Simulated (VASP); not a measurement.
# Nb (Im-3m) in VASP: a series of runs, part 3 of 3

VASP 6.6.1. Earlier steps stand in the parts before.

**5. Single point, r2SCAN**

The input, POSCAR:

```
Nb
1.0
   -1.6511317439      1.6511317439      1.6511317439
    1.6511317439     -1.6511317439      1.6511317439
    1.6511317439      1.6511317439     -1.6511317439
Nb
1
Direct
    0.0000000000      0.0000000000      0.0000000000
```

The input, INCAR.step1:

```
  ALGO = Normal
  EDIFF = 1E-4
  ENCUT = 520
  GGA = PE
  ISMEAR = -1
  LASPH = True
  LCHARG = False
  LREAL = False
  LWAVE = True
  NBANDS = 12
  NELM = 60
  PREC = Accurate
  SIGMA = 0.1
```

The input, INCAR.step2:

```
  ALGO = Normal
  EDIFF = 1E-6
  ENCUT = 520
  ISIF = 2
  ISMEAR = -1
  ISTART = 1
  LASPH = True
  LCHARG = True
  LELF = True
  LMIXTAU = True
  LREAL = False
  LVHAR = True
  LWAVE = False
  METAGGA = R2SCAN
  NBANDS = 12
  NELM = 60
  PREC = Accurate
  SIGMA = 0.1
```

The input, KPOINTS:

```
k-points
0
Gamma
  5 5 5
```

Potentials or basis: VASP PAW PBE potentials, release 64 (Nb_sv).

The run is started by

```bash
cat potpaw_PBE.64/Nb_sv/POTCAR > POTCAR
cp INCAR.step1 INCAR
mpirun -np 1 vasp_std > vasp.out
cp INCAR.step2 INCAR
mpirun -np 1 vasp_std > vasp.out
```

OUTCAR:

```text
EDIFF = 1E-6
   ENCUT = 520
   ISIF = 2
   ISMEAR = -1
   ISTART = 1
   LASPH = True
   LREAL = False
   METAGGA = R2SCAN
   NELM = 60
   PREC = Accurate

 ion  position               nearest neighbor table
   1  0.000  0.000  0.000-

  LATTYP: Found a body centered cubic cell.
 ALAT       =     3.3022634878

  Lattice vectors:

 A1 = (  -1.6511317439,   1.6511317439,   1.6511317439)
 A2 = (   1.6511317439,  -1.6511317439,   1.6511317439)
 A3 = (   1.6511317439,   1.6511317439,  -1.6511317439)

Analysis of symmetry for initial positions (statically):
=====================================================================
 Subroutine PRICEL returns:
 Original cell was already a primitive cell.

 Routine SETGRP: Setting up the symmetry group for a
 body centered cubic supercell.

 Subroutine GETGRP returns: Found 48 space group operations
 (whereof 48 operations were pure point group operations)
 out of a pool of 48 trial point group operations.

The static configuration has the point symmetry O_h .

Analysis of symmetry for dynamics (positions and initial velocities):
=====================================================================
 Subroutine PRICEL returns:
 Original cell was already a primitive cell.

 Routine SETGRP: Setting up the symmetry group for a
 body centered cubic supercell.

 Subroutine GETGRP returns: Found 48 space group operations
 (whereof 48 operations were pure point group operations)
 out of a pool of 48 trial point group operations.

The dynamic configuration has the point symmetry O_h .

 Subroutine INISYM returns: Found 48 space group operations
 (whereof 48 operations are pure point group operations),
 and found     1 'primitive' translations

----------------------------------------------------------------------------------------

                                     Primitive cell

  volume of cell :      18.0055
[... 97 lines left out ...]
   METAGGA = R2SCAN    functional components
   LHFCALC =     F    Hartree Fock is set to
   AEXX    =    0.0000 exact exchange contribution
   IVDW    =     0    specifies the selected vdW correction
   LEPSILON=     F    determine dielectric tensor
   LRPA    =     F    only Hartree local field effects (RPA)
 non-spin polarized calculation
  energy-cutoff  :      520.00
  volume of cell :       18.01
 maximum number of plane-waves:       491
 NGX is ok and might be reduce to    24
   NGX = 11   NGY = 11   NGZ = 11

 number of electron      13.0000000 magnetization

 Free energy of the ion-electron system (eV)
  ---------------------------------------------------
  ext. energy  EPLUGINS =         0.00000000
  ---------------------------------------------------
  free energy    TOTEN  =       -24.81197645 eV

  energy without entropy =      -24.74560967  energy(sigma->0) =      -24.77879306

 E-fermi :  11.2821     XC(G=0): -13.6210

 val. band max:       11.2696566918   @ k =  -0.4000   0.4000   0.2000
 cond. band min:      11.4403371480   @ k =   0.4000   0.2000   0.0000
 fundamental gap:      0.1706804561
 Fermi energy:        11.2821130307

 k-point     1 :       0.0000    0.0000    0.0000
  band No.  band energies     occupation
      1     -44.9517      2.00000
      2     -19.4937      2.00000
      3     -19.4937      2.00000
      4     -19.4937      2.00000
      5       4.8566      2.00000
      6      11.6025      0.07803
      7      11.6025      0.07802
      8      11.6025      0.07802
      9      14.7533      0.00000
     10      14.7533      0.00000
     11      26.0222      0.00000
     12      26.0222      0.00000
[... 121 lines left out ...]
 k-point    10 :      -0.4000    0.4000    0.4000
  band No.  band energies     occupation
      1     -44.5306      2.00000
      2     -20.4888      2.00000
      3     -20.3865      2.00000
      4     -20.3865      2.00000
      5       7.7457      2.00000
      6       7.9440      2.00000
      7      15.0158      0.00000
      8      15.0158      0.00000
      9      16.3052      0.00000
     10      18.9106      0.00000
     11      23.6348      0.00000
     12      23.6348      0.00000

------------------------ aborting loop because EDIFF is reached ----------------------------------------

  FORCE on cell =-STRESS in cart. coord.  units (eV):
  Direction    XX          YY          ZZ          XY          YZ          ZX
  --------------------------------------------------------------------------------------
  -------------------------------------------------------------------------------------
  Total       -0.0761394     -0.0761394     -0.0761394     -0.0000000     -0.0000000      0.0000000
  in kB       -6.7750894     -6.7750894     -6.7750894     -0.0000000     -0.0000000      0.0000000
  external PRESSURE =      -6.7750894 kB  Pullay stress =       0.0000000 kB

 VOLUME and BASIS-vectors are now :
 -----------------------------------------------------------------------------
  energy-cutoff  :      520.00
  volume of cell :       18.01
      direct lattice vectors                 reciprocal lattice vectors
    -1.651131744  1.651131744  1.651131744     0.000000000  0.302822595  0.302822595
     1.651131744 -1.651131744  1.651131744     0.302822595  0.000000000  0.302822595
     1.651131744  1.651131744 -1.651131744     0.302822595  0.302822595  0.000000000

 POSITION                                       TOTAL-FORCE (eV/Angst)
 -----------------------------------------------------------------------------------
      0.00000      0.00000      0.00000        -0.000000      0.000000     -0.000000
 -----------------------------------------------------------------------------------
    total drift:                                0.000000      0.000000     -0.000000

  FREE ENERGIE OF THE ION-ELECTRON SYSTEM (eV)
  ---------------------------------------------------
  free  energy   TOTEN  =       -24.8119764527 eV

  energy  without entropy=      -24.7456096686  energy(sigma->0) =      -24.77879306
```

OSZICAR.step1:

```text
N       E                     dE             d eps       ncg     rms          rms(c)
DAV:   1     0.126001925539E+03    0.12600E+03   -0.72964E+03   240   0.109E+03
DAV:   2    -0.550868011492E+01   -0.13151E+03   -0.12753E+03   260   0.402E+02
DAV:   3    -0.102467406061E+02   -0.47381E+01   -0.45561E+01   348   0.649E+01
DAV:   4    -0.105808577623E+02   -0.33412E+00   -0.33239E+00   332   0.163E+01
DAV:   5    -0.105927019213E+02   -0.11844E-01   -0.11841E-01   340   0.264E+00    0.709E+00
DAV:   6    -0.102282356902E+02    0.36447E+00   -0.58111E-01   384   0.967E+00    0.249E+00
DAV:   7    -0.101919254840E+02    0.36310E-01   -0.16152E-01   396   0.510E+00    0.956E-01
DAV:   8    -0.101981869645E+02   -0.62615E-02   -0.13105E-02   300   0.154E+00    0.439E-02
DAV:   9    -0.101982566212E+02   -0.69657E-04   -0.93025E-04   336   0.231E-01
   1 F= -.10198257E+02 E0= -.10167609E+02  d E =-.612943E-01
```

Run time: 9.6 s. Hardware: 1 thread of Intel Xeon Platinum 8375C at 2.90GHz (Ice Lake), shared host; peak memory 0.14 GiB.

What came out:

* Free energy: -24.8120 eV
* Pressure: -0.7 GPa

Caveat: the k points lie up to 0.54 Å⁻¹ apart; the PAW data sets were made with another functional, which shifts forces and pressure a little.

**6. Single point, r2SCAN**

POSCAR is that of step 5.

The input, INCAR.step1:

```
PREC = Accurate ; ENCUT = 520
ISMEAR = -1 ; SIGMA = 0.1
LREAL = False ; LASPH = True
NELM = 80 ; NBANDS = 12
GGA = PE ; ALGO = Normal
EDIFF = 1E-4 ; LWAVE = True
LCHARG = False
```

The input, INCAR.step2:

```
PREC = Accurate ; ENCUT = 520
EDIFF = 1E-6 ; ISMEAR = -1
SIGMA = 0.1 ; LREAL = False
LASPH = True ; NELM = 80
ALGO = Normal ; ISIF = 2
LWAVE = False ; LCHARG = True
METAGGA = R2SCAN ; LMIXTAU = True
LELF = True ; LVHAR = True
NBANDS = 12 ; ISTART = 1
```

The input, KPOINTS:

```
Automatic mesh
0
Gamma
  6 6 6
```

Potentials or basis: VASP PAW PBE potentials, release 64 (Nb_sv).

The run is started by

```bash
cat potpaw_PBE.64/Nb_sv/POTCAR > POTCAR
cp INCAR.step1 INCAR
mpirun -np 1 vasp_std > vasp.out
cp INCAR.step2 INCAR
mpirun -np 1 vasp_std > vasp.out
```

It took 11 s on 1 thread of Intel Xeon Platinum 8375C at 2.90GHz (Ice Lake), shared host; peak memory 0.14 GiB.

It converged, with:

| Item | Value |
| --- | --- |
| Free energy | -24.8395 eV |
| Pressure | -2.4 GPa |

Levels at points of the mesh, in eV from the Fermi level:
| k point | band 3 | band 4 | band 5 | band 6 | band 7 | band 8 | band 9 | band 10 |
| --- | --- | --- | --- | --- | --- | --- | --- | --- |
| (0.00, 0.00, 0.00) | -30.70 | -30.70 | -6.36 | 0.39 | 0.39 | 0.39 | 3.54 | 3.54 |
| (0.50, 0.00, 0.00) | -31.15 | -30.71 | -3.97 | -1.77 | 2.19 | 3.55 | 4.29 | 6.63 |
| (0.50, 0.50, 0.50) | -31.69 | -31.69 | -3.94 | -3.94 | 5.84 | 5.84 | 5.84 | 9.45 |

Caveat: the k points lie up to 0.45 Å⁻¹ apart; the PAW data sets were made with another functional, which shifts forces and pressure a little.

**7. Overview**

| k mesh | gap on the mesh (eV) | pressure (GPa) |
| --- | --- | --- |
| 22 × 22 × 22 | none | 0.2 |
| 2 × 2 × 2 | none | -23.0 |
| 3 × 3 × 3 | none | -0.1 |
| 5 × 5 × 5 | none | -0.7 |
| 6 × 6 × 6 | none | -2.4 |

Alike in all rows: task single point; level r2SCAN; potentials or basis VASP PAW PBE potentials, release 64 (Nb_sv); no spin polarisation; cell as given; cutoff (eV) 520; smearing fermi-dirac 0.1 eV.

Caveats: some runs use coarse meshes; the PAW data sets were made with another functional, which shifts forces and pressure a little.

Total energies depend on the potentials used, so only differences within one code and one set of settings carry meaning.
